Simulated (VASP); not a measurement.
A run of VASP 6.6.1:

The input INCAR:

```
PREC = Accurate
ENCUT = 600
EDIFF = 1E-6
ISMEAR = 1
SIGMA = 0.0169
LREAL = False
LASPH = True
NELM = 150
ALGO = Normal
ISIF = 3
LWAVE = False
LCHARG = False
ISPIN = 2
MAGMOM = 0 0 0
LORBIT = 11
LMAXMIX = 4
GGA = PS
IBRION = 2
NSW = 60
EDIFFG = -0.03
ISYM = 0
```

KPOINTS

```
Automatic mesh
0
Gamma
  7 7 4
```

File POSCAR:

```
Mo2H
1.0
    2.2989264400      1.5463629000      0.0000000000
    2.2989264400     -1.5463629000      0.0000000000
    0.4406830900      0.0000000000     -4.5766892400
Mo H
2 1
Direct
    0.0000000000      0.0000000000      0.0000000000
    0.5000000000      0.5000000000      0.5000000000
    0.7500000000      0.7500000000      0.7500000000
```

Potentials or basis: VASP PAW PBE potentials, release 64 (Mo_sv, H).

The run is started by

```console
$ cat potpaw_PBE.64/Mo_sv/POTCAR potpaw_PBE.64/H/POTCAR > POTCAR
$ mpirun -np 1 vasp_std > vasp.out
```

Hardware: 1 thread of Intel Xeon 8259CL, on a shared host.

Problem. Estimate the wall time of this run.

Solution. Run time: 17 min on 1 thread of Intel Xeon 8259CL, with other jobs on the host, peak memory 0.27 GiB. Counts: scf iterations 95, k points 99, ion steps 13.
